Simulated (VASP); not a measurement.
# TiAl (Pm-3m) in VASP: a series of runs

Aim: see how the results for TiAl move with the level of theory and the settings. Levels: r2SCAN, PBEsol-based screened hybrid with 25 % exact exchange. Tasks: relaxation of cell and atoms.

Everything below comes from runs of VASP 6.6.1. Logs are shortened: lines on timing, memory, paths and dates and some standing lists are left out, and cuts for length are marked.

## 1. The cell of the first run

It takes space group Pm-3m (No. 221, cubic). The conventional cell has a = 3.179 Å, b = 3.179 Å, c = 3.179 Å, α = 90.00°, β = 90.00°, γ = 90.00°. Ti (site symmetry m-3m) has 8 Al at 2.75 Å and 6 Ti at 3.18 Å within 3.6 Å. Within 3.6 Å of Al (site symmetry m-3m) lie 8 Ti at 2.75 Å and 6 Al at 3.18 Å.

## 2. Relaxation of cell and atoms, r2SCAN, target pressure 5 GPa, at which the enthalpy is minimised

POSCAR

```
TiAl
1.0
    3.1790640000      0.0000000000      0.0000000000
    0.0000000000      3.1790640000      0.0000000000
    0.0000000000      0.0000000000      3.1790640000
Ti Al
1 1
Direct
    0.0000000000      0.0000000000      0.0000000000
    0.5000000000      0.5000000000      0.5000000000
```

INCAR.step1

```
SYSTEM = TiAl
ALGO = Normal ; EDIFF = 1E-4
ENCUT = 600 ; GGA = PE
ISMEAR = -1 ; LASPH = .TRUE.
LCHARG = .FALSE. ; LREAL = .FALSE.
LWAVE = .TRUE. ; NELM = 80
PREC = Accurate ; SIGMA = 0.05
```

INCAR.step2

```
SYSTEM = TiAl
ALGO = Normal ; EDIFF = 1E-7
EDIFFG = -0.01 ; ENCUT = 600
IBRION = 2 ; ISIF = 3
ISMEAR = -1 ; ISTART = 1
LASPH = .TRUE. ; LCHARG = .FALSE.
LMIXTAU = .TRUE. ; LREAL = .FALSE.
LWAVE = .FALSE. ; METAGGA = R2SCAN
NELM = 80 ; NSW = 60
PREC = Accurate ; PSTRESS = 50.0
SIGMA = 0.05
```

KPOINTS

```
k-points
0
G
  8 8 8
  0 0 0
```

Potentials or basis: VASP PAW PBE potentials, release 64 (Ti_sv, Al).

Command:

```sh
> cat potpaw_PBE.64/Ti_sv/POTCAR potpaw_PBE.64/Al/POTCAR > POTCAR
> cp INCAR.step1 INCAR
> mpirun -np 1 vasp_std > vasp.out
> cp INCAR.step2 INCAR
> mpirun -np 1 vasp_std > vasp.out
```

OUTCAR:

```text
SYSTEM = TiAl
   EDIFF = 1E-7
   EDIFFG = -0.01
   ENCUT = 600
   IBRION = 2
   ISIF = 3
   ISMEAR = -1
   ISTART = 1
   LASPH = .TRUE.
   LREAL = .FALSE.
   METAGGA = R2SCAN
   NELM = 80
   NSW = 60
   PREC = Accurate
   PSTRESS = 50.0

 ion  position               nearest neighbor table
   1  0.000  0.000  0.000-   2 2.75   2 2.75   2 2.75   2 2.75   2 2.75   2 2.75   2 2.75   2 2.75

   2  0.500  0.500  0.500-   1 2.75   1 2.75   1 2.75   1 2.75   1 2.75   1 2.75   1 2.75   1 2.75

  LATTYP: Found a simple cubic cell.
 ALAT       =     3.1790640000

  Lattice vectors:

 A1 = (   3.1790640000,   0.0000000000,   0.0000000000)
 A2 = (   0.0000000000,   3.1790640000,   0.0000000000)
 A3 = (   0.0000000000,   0.0000000000,   3.1790640000)

Analysis of symmetry for initial positions (statically):
=====================================================================
 Subroutine PRICEL returns:
 Original cell was already a primitive cell.

 Routine SETGRP: Setting up the symmetry group for a
 simple cubic supercell.

 Subroutine GETGRP returns: Found 48 space group operations
 (whereof 48 operations were pure point group operations)
 out of a pool of 48 trial point group operations.

The static configuration has the point symmetry O_h .

Analysis of symmetry for dynamics (positions and initial velocities):
=====================================================================
 Subroutine PRICEL returns:
 Original cell was already a primitive cell.

 Routine SETGRP: Setting up the symmetry group for a
 simple cubic supercell.

 Subroutine GETGRP returns: Found 48 space group operations
 (whereof 48 operations were pure point group operations)
 out of a pool of 48 trial point group operations.

The dynamic configuration has the point symmetry O_h .

 Subroutine INISYM returns: Found 48 space group operations
 (whereof 48 operations are pure point group operations),
 and found     1 'primitive' translations

----------------------------------------------------------------------------------------

                                     Primitive cell

  volume of cell :      32.1290

  direct lattice vectors                    reciprocal lattice vectors
     3.179064000  0.000000000  0.000000000     0.314557996  0.000000000  0.000000000
     0.000000000  3.179064000  0.000000000     0.000000000  0.314557996  0.000000000
     0.000000000  0.000000000  3.179064000     0.000000000  0.000000000  0.314557996

  length of vectors
     3.179064000  3.179064000  3.179064000     0.314557996  0.314557996  0.314557996

  position of ions in fractional coordinates (direct lattice)
     0.000000000  0.000000000  0.000000000
     0.500000000  0.500000000  0.500000000

  ion indices of the primitive-cell ions
   primitive index   ion index
                 1           1
                 2           2

----------------------------------------------------------------------------------------

 KPOINTS: k-points

Automatic generation of k-mesh.
 Grid dimensions read from file:
 generate k-points for:    8    8    8

 Generating k-lattice:

  Cartesian coordinates                     Fractional coordinates (reciprocal lattice)
     0.039319749  0.000000000  0.000000000     0.125000000  0.000000000  0.000000000
     0.000000000  0.039319749  0.000000000     0.000000000  0.125000000  0.000000000
     0.000000000  0.000000000  0.039319749     0.000000000  0.000000000  0.125000000

  Length of vectors
     0.039319749  0.039319749  0.039319749

  Shift w.r.t. Gamma in fractional coordinates (k-lattice)
     0.000000000  0.000000000  0.000000000

 Subroutine IBZKPT returns following result:
 ===========================================

 Found     35 irreducible k-points:

 Following reciprocal coordinates:
            Coordinates               Weight
  0.000000  0.000000  0.000000      1.000000
  0.125000  0.000000  0.000000      6.000000
  0.250000  0.000000  0.000000      6.000000
  0.375000  0.000000  0.000000      6.000000
  0.500000  0.000000  0.000000      3.000000
  0.125000  0.125000  0.000000     12.000000
[... 16 lines left out ...]
  0.375000  0.375000  0.125000     24.000000
  0.500000  0.375000  0.125000     24.000000
 [... further k-points ...]
   k-points           NKPTS =     35   k-points in BZ     NKDIM =     35   number of bands    NBANDS=     11
   number of dos      NEDOS =    301   number of ions     NIONS =      2
   total plane-waves  NPLWV =  21952
   dimension x,y,z NGX =    28 NGY =   28 NGZ =   28
   dimension x,y,z NGXF=    56 NGYF=   56 NGZF=   56
   ions per type =               1   1
   NGX,Y,Z   is equivalent  to a cutoff of  14.64, 14.64, 14.64 a.u.
   NGXF,Y,Z  is equivalent  to a cutoff of  29.28, 29.28, 29.28 a.u.
 SYSTEM =  TiAl
   PREC   = accura    normal or accurate (medium, high low for compatibility)
   ISTART =      1    job   : 0-new  1-cont  2-samecut
   ICHARG =      0    charge: 1-file 2-atom 10-const
   ISPIN  =      1    spin polarized calculation?
   LNONCOLLINEAR =      F non collinear calculations
   LSORBIT =      F    spin-orbit coupling
   LASPH  =      T    aspherical Exc in radial PAW
   ENCUT  =  600.0 eV  44.10 Ry    6.64 a.u.   6.35  6.35  6.35*2*pi/ulx,y,z
   NELM   =     80;   NELMIN=  2; NELMDL=  0     # of ELM steps
   EDIFF  = 0.1E-06   stopping-criterion for ELM
   LREAL  =      F    real-space projection
   EDIFFG = -.1E-01   stopping-criterion for IOM
   NSW    =     60    number of steps for IOM
   IBRION =      2    ionic relax: 0-MD 1-quasi-New 2-CG
   NFREE  =      1    steps in history (QN), initial steepest desc. (CG)
   ISIF   =      3    stress and relaxation
   ISYM   =      2    0-nonsym 1-usesym 2-fastsym
   POTIM  = 0.5000    time-step for ionic-motion
   TEBEG  =    0.0;   TEEND  =   0.0 temperature during run
   PSTRESS=   50.0 pullay stress
   NELECT =      15.0000    total number of electrons
   NUPDOWN=      -1.0000    fix difference up-down
   EMIN   =  10.00;   EMAX   =-10.00  energy-range for DOS
   EFERMI =   0.00;   METHOD = LEGACY
   ISMEAR =    -1;   SIGMA  =   0.05  broadening in eV -4-tet -1-fermi 0-gaus
   EFERMI_NEDOS =   21; number of points for ismear=-14 and -15
   IALGO  =     38    algorithm
   IMIX   =      4    mixing-type and parameters
     AMIX     =   0.40;   BMIX     =  1.00
     AMIX_MAG =   1.60;   BMIX_MAG =  1.00
  volume/ion in A,a.u.               =      16.06       108.41
  Fermi-wavevector in a.u.,A,eV,Ry     =   1.270007  2.399964 21.945065  1.612917
  Thomas-Fermi vector in A             =   2.403017
   LORBIT       =      0    0 simple, 1 ext, 2 COOP (PROOUT), +10 PAW based schemes
   METAGGA = R2SCAN    functional components
   LHFCALC =     F    Hartree Fock is set to
   AEXX    =    0.0000 exact exchange contribution
   IVDW    =     0    specifies the selected vdW correction
   LEPSILON=     F    determine dielectric tensor
   LRPA    =     F    only Hartree local field effects (RPA)
 conjugate gradient relaxation of ions
 non-spin polarized calculation
  energy-cutoff  :      600.00
  volume of cell :       32.13
 maximum number of plane-waves:      1108
 NGX is ok and might be reduce to    28
   NGX = 13   NGY = 13   NGZ = 13

--------------------------------------- Ionic step        1  -------------------------------------------

 number of electron      15.0000003 magnetization

 Free energy of the ion-electron system (eV)
  ---------------------------------------------------
  ext. energy  EPLUGINS =         0.00000000
  ---------------------------------------------------
  free energy    TOTEN  =       -20.31395680 eV

  energy without entropy =      -20.29508005  energy(sigma->0) =      -20.30451842

------------------------ aborting loop because EDIFF is reached ----------------------------------------

  FORCE on cell =-STRESS in cart. coord.  units (eV):
  Direction    XX          YY          ZZ          XY          YZ          ZX
  --------------------------------------------------------------------------------------
  -------------------------------------------------------------------------------------
  Total       -0.1136072     -0.1136072     -0.1136072      0.0000000     -0.0000000      0.0000000
  in kB       -5.6652428     -5.6652428     -5.6652428      0.0000000     -0.0000000      0.0000000
  external PRESSURE =     -55.6652428 kB  Pullay stress =      50.0000000 kB
[... 61 lines left out ...]
  enthalpy is  TOTEN    =       -19.3154143624 eV   P V=        0.9238357906

--------------------------------------- Ionic step        3  -------------------------------------------

 number of electron      14.9999999 magnetization

 Free energy of the ion-electron system (eV)
  ---------------------------------------------------
  ext. energy  EPLUGINS =         0.00000000
  ---------------------------------------------------
  free energy    TOTEN  =       -20.29610991 eV

  energy without entropy =      -20.27787859  energy(sigma->0) =      -20.28699425

 E-fermi :   9.2834     XC(G=0): -12.1019

 val. band max:        9.2509417606   @ k =   0.5000   0.3750   0.2500
 cond. band min:       9.2945587846   @ k =   0.3750   0.3750   0.2500
 fundamental gap:      0.0436170239
 Fermi energy:         9.2833687097

 k-point     1 :       0.0000    0.0000    0.0000
  band No.  band energies     occupation
      1     -49.8963      2.00000
      2     -25.0475      2.00000
      3     -25.0475      2.00000
      4     -25.0475      2.00000
      5      -0.7620      2.00000
      6       7.5616      2.00000
      7       7.5616      2.00000
      8      11.4414      0.00000
      9      11.4414      0.00000
     10      11.4414      0.00000
     11      14.1404      0.00000
[... 309 lines left out ...]
 k-point    24 :       0.5000    0.3750    0.1250
  band No.  band energies     occupation
      1     -49.8580      2.00000
      2     -25.2320      2.00000
      3     -25.1983      2.00000
      4     -25.0417      2.00000
      5       3.8738      2.00000
      6       5.9204      2.00000
      7       7.0921      2.00000
      8       8.5749      2.00000
      9      10.3518      0.00000
     10      10.3767      0.00000
     11      12.4155      0.00000

 [... further k-points ...]

------------------------ aborting loop because EDIFF is reached ----------------------------------------

  FORCE on cell =-STRESS in cart. coord.  units (eV):
  Direction    XX          YY          ZZ          XY          YZ          ZX
  --------------------------------------------------------------------------------------
  -------------------------------------------------------------------------------------
  Total        0.9546772      0.9546772      0.9546772      0.0000000      0.0000000      0.0000000
  in kB       49.7043694     49.7043694     49.7043694      0.0000000      0.0000000      0.0000000
  external PRESSURE =      -0.2956306 kB  Pullay stress =      50.0000000 kB
[... 17 lines left out ...]
  FREE ENERGIE OF THE ION-ELECTRON SYSTEM (eV)
  ---------------------------------------------------
  free  energy   TOTEN  =       -20.2961099095 eV

  energy  without entropy=      -20.2778785912  energy(sigma->0) =      -20.28699425

  enthalpy is  TOTEN    =       -19.3357545205 eV   P V=        0.9603553890

 reached required accuracy - stopping structural energy minimisation
```

It took 4.7 min on 1 thread of Intel Xeon 8259CL, shared host; peak memory 0.18 GiB.

Results:

| Item | Value |
| --- | --- |
| Free energy | -20.2961 eV |
| Relaxed volume | 15.39 Å³/atom |
| Relaxed cell | a = 3.134 Å, b = 3.134 Å, c = 3.134 Å, α = 90.00°, β = 90.00°, γ = 90.00° |
| Space group after relaxing (to 0.1 Å) | Pm-3m (No. 221) |
| Energy change on relaxing (the run minimises the enthalpy) | +8.9 meV/atom |
| Ionic steps | 3 |
| Pressure after relaxing | 5.0 GPa |
| Band gap on the k mesh | zero (an odd number of electrons rules out a gap without spin polarisation) |

Step by step:
```csv
step,energy change (eV),largest force (eV/Å),pressure (GPa),volume (Å³)
1,0.0000,0.0000,-0.57,32.13
2,0.0747,0.0000,10.81,29.60
3,0.0178,0.0000,4.97,30.77
```

Final structure:
```xyz
2
Lattice="3.1337 0.0000 0.0000 0.0000 3.1337 0.0000 0.0000 0.0000 3.1337" Properties=species:S:1:pos:R:3 pbc="T T T"
Ti    0.0000    0.0000    0.0000
Al    1.5669    1.5669    1.5669
```

Caveat: the cell is relaxed towards a set pressure, so the run minimises the enthalpy, not the energy; the PAW data sets were made with another functional, which shifts forces and pressure a little.

## 3. Relaxation of cell and atoms, r2SCAN, target pressure 10 GPa, at which the enthalpy is minimised

POSCAR is that of step 2.

INCAR.step1

```
  ALGO = Normal
  EDIFF = 1E-4
  ENCUT = 600
  GGA = PE
  ISMEAR = -1
  LASPH = T
  LCHARG = F
  LREAL = F
  LWAVE = T
  NELM = 80
  PREC = Accurate
  SIGMA = 0.05
```

INCAR.step2

```
  ALGO = Normal
  EDIFF = 1E-7
  EDIFFG = -0.01
  ENCUT = 600
  IBRION = 2
  ISIF = 3
  ISMEAR = -1
  ISTART = 1
  LASPH = T
  LCHARG = F
  LMIXTAU = T
  LREAL = F
  LWAVE = F
  METAGGA = R2SCAN
  NELM = 80
  NSW = 60
  PREC = Accurate
  PSTRESS = 100.0
  SIGMA = 0.05
```

KPOINTS

```
k-points
0
Gamma
  8 8 8
```

Potentials or basis: VASP PAW PBE potentials, release 64 (Ti_sv, Al).

Command:

```sh
> cat potpaw_PBE.64/Ti_sv/POTCAR potpaw_PBE.64/Al/POTCAR > POTCAR
> cp INCAR.step1 INCAR
> mpirun -np 1 vasp_std > vasp.out
> cp INCAR.step2 INCAR
> mpirun -np 1 vasp_std > vasp.out
```

Wall time 4.4 min (1 thread of Intel Xeon 8259CL, shared host); peak memory 0.18 GiB.

The run converged. Its results:

```yaml
Free_energy: -20.2479 eV
Relaxed_volume: 14.87 Å³/atom
Relaxed_cell: a = 3.098 Å, b = 3.098 Å, c = 3.098 Å, α = 90.00°, β = 90.00°, γ = 90.00°
Space_group_after_relaxing_to_0.1_Å: Pm-3m (No. 221)
Energy_change_on_relaxing_the_run_minimises_the_enthalpy: +33.0 meV/atom
Ionic_steps: 4
Pressure_after_relaxing: 10.0 GPa
Band_gap_on_the_k_mesh: zero (an odd number of electrons rules out a gap without spin polarisation)
```

Step by step:
| step | energy change (eV) | largest force (eV/Å) | pressure (GPa) | volume (Å³) |
| --- | --- | --- | --- | --- |
| 1 | 0.0000 | 0.0000 | -0.57 | 32.13 |
| 2 | 0.3071 | 0.0000 | 24.56 | 27.45 |
| 3 | 0.0632 | 0.0000 | 9.80 | 29.78 |
| 4 | 0.0660 | 0.0000 | 10.02 | 29.74 |

Final structure:
```cif
data_structure
_symmetry_space_group_name_H-M 'P 1'
_symmetry_Int_Tables_number 1
_cell_length_a 3.0981
_cell_length_b 3.0981
_cell_length_c 3.0981
_cell_angle_alpha 90.000
_cell_angle_beta 90.000
_cell_angle_gamma 90.000
_cell_volume 29.74
loop_
_atom_site_label
_atom_site_type_symbol
_atom_site_fract_x
_atom_site_fract_y
_atom_site_fract_z
_atom_site_occupancy
Ti1 Ti 0.00000 0.00000 0.00000 1
Al1 Al 0.50000 0.50000 0.50000 1
```

Levels at points of the mesh, in eV from the Fermi level:
```tsv
k point	band 3	band 4	band 5	band 6	band 7	band 8	band 9	band 10	band 11
(0.00, 0.00, 0.00)	-34.25	-34.25	-10.20	-1.81	-1.81	2.25	2.25	2.25	5.05
(0.50, 0.00, 0.00)	-34.23	-34.23	-6.53	-5.82	-0.74	0.31	0.31	2.49	3.47
(0.50, 0.50, 0.00)	-34.46	-34.21	-5.45	-2.41	-2.41	-1.72	0.93	0.93	3.15
(0.50, 0.50, 0.50)	-34.43	-34.43	-3.51	-3.51	-3.51	1.43	3.12	3.12	3.12
```

Caveat: the cell is relaxed towards a set pressure, so the run minimises the enthalpy, not the energy; the PAW data sets were made with another functional, which shifts forces and pressure a little.

## 4. Relaxation of cell and atoms, r2SCAN, target pressure 20 GPa, at which the enthalpy is minimised

POSCAR is that of step 3.

INCAR.step1

```
SYSTEM = TiAl
ALGO = Normal
EDIFF = 1E-4
ENCUT = 600
GGA = PE
ISMEAR = -1
LASPH = .TRUE.
LCHARG = .FALSE.
LREAL = .FALSE.
LWAVE = .TRUE.
NELM = 100
PREC = Accurate
SIGMA = 0.05
```

INCAR.step2

```
SYSTEM = TiAl
ALGO = Normal
EDIFF = 1E-6
EDIFFG = -0.01
ENCUT = 600
IBRION = 2
ISIF = 3
ISMEAR = -1
ISTART = 1
LASPH = .TRUE.
LCHARG = .FALSE.
LMIXTAU = .TRUE.
LREAL = .FALSE.
LWAVE = .FALSE.
METAGGA = R2SCAN
NELM = 100
NSW = 60
PREC = Accurate
PSTRESS = 200.0
SIGMA = 0.05
```

KPOINTS

```
k-points
0
G
  8 8 8
  0 0 0
```

Command:

```sh
> cat potpaw_PBE.64/Ti_sv/POTCAR potpaw_PBE.64/Al/POTCAR > POTCAR
> cp INCAR.step1 INCAR
> mpirun -np 1 vasp_std > vasp.out
> cp INCAR.step2 INCAR
> mpirun -np 1 vasp_std > vasp.out
```

Run time: 6.1 min. Hardware: 1 thread of Intel Xeon 8259CL, shared host; peak memory 0.18 GiB.

The run converged. Its results:

```yaml
Free_energy: -20.0957 eV
Relaxed_volume: 14.04 Å³/atom
Relaxed_cell: a = 3.040 Å, b = 3.040 Å, c = 3.040 Å, α = 90.00°, β = 90.00°, γ = 90.00°
Space_group_after_relaxing_to_0.1_Å: Pm-3m (No. 221)
Energy_change_on_relaxing_the_run_minimises_the_enthalpy: +109.1 meV/atom
Ionic_steps: 6
Pressure_after_relaxing: 20.0 GPa
Band_gap_on_the_k_mesh: zero (an odd number of electrons rules out a gap without spin polarisation)
```

The path:
| step | energy change (eV) | largest force (eV/Å) | pressure (GPa) | volume (Å³) |
| --- | --- | --- | --- | --- |
| 1 | 0.0000 | 0.0000 | -0.58 | 32.13 |
| 2 | 1.3902 | 0.0000 | 66.87 | 23.46 |
| 3 | 0.1974 | 0.0000 | 18.92 | 28.26 |
| 4 | 0.2139 | 0.0000 | 19.71 | 28.12 |
| 5 | 0.2235 | 0.0000 | 20.13 | 28.05 |
| 6 | 0.2183 | 0.0000 | 20.02 | 28.09 |

Final structure:
```
CELL_PARAMETERS angstrom
3.03982 0.00000 0.00000
0.00000 3.03982 0.00000
0.00000 0.00000 3.03982
ATOMIC_POSITIONS crystal
Ti 0.00000 0.00000 0.00000
Al 0.50000 0.50000 0.50000
```

Levels at points of the mesh, in eV from the Fermi level:
```
           k point  band 3  band 4  band 5  band 6  band 7  band 8  band 9  band 10  band 11
(0.00, 0.00, 0.00)  -34.11  -34.11  -10.45   -1.98   -1.98    2.39    2.39     2.39     5.38
(0.50, 0.00, 0.00)  -34.09  -34.09   -6.59   -5.99   -0.82    0.33    0.33     2.66     3.75
(0.50, 0.50, 0.00)  -34.37  -34.06   -5.63   -2.40   -2.40   -1.80    0.96     0.96     3.39
(0.50, 0.50, 0.50)  -34.33  -34.33   -3.71   -3.71   -3.71    1.82    3.32     3.32     3.32
```

Caveat: the cell is relaxed towards a set pressure, so the run minimises the enthalpy, not the energy; the PAW data sets were made with another functional, which shifts forces and pressure a little.

[end of part 1 of 2]
